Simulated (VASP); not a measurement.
A run of VASP 6.6.1 is set up as follows.

Contents of INCAR:

```
SYSTEM = Ta
PREC = Accurate
ENCUT = 520
EDIFF = 1E-7
ISMEAR = 0
SIGMA = 0.15
LREAL = .FALSE.
LASPH = .TRUE.
NELM = 100
ALGO = Normal
ISIF = 2
LWAVE = .FALSE.
LCHARG = .FALSE.
GGA = PS
NBANDS = 12
```

Contents of KPOINTS:

```
regular mesh
0
G
  20 20 20
  0 0 0
```

Contents of POSCAR:

```
Ta
1.0
   -1.7008184000      1.7008184000      1.7008184000
    1.7008184000     -1.7008184000      1.7008184000
    1.7008184000      1.7008184000     -1.7008184000
Ta
1
Direct
    0.0000000000      0.0000000000      0.0000000000
```

Potentials or basis: VASP PAW PBE potentials, release 64 (Ta_pv).

Command:

```console
$ cat potpaw_PBE.64/Ta_pv/POTCAR > POTCAR
$ mpirun -np 1 vasp_std > vasp.out
```

(1) Estimate the pressure.

(2) Estimate the band gap on the k mesh.

## Answers

(1) -18.2 GPa.

(2) zero (an odd number of electrons rules out a gap without spin polarisation).

Caveat: the cell differs from its parent crystal (strain +0.030 along x and y, +0.030 along z); the cell stands under tension; the PAW data sets were made with another functional, which shifts forces and pressure a little; spin-orbit coupling is left out, which moves the levels of the heavy elements.
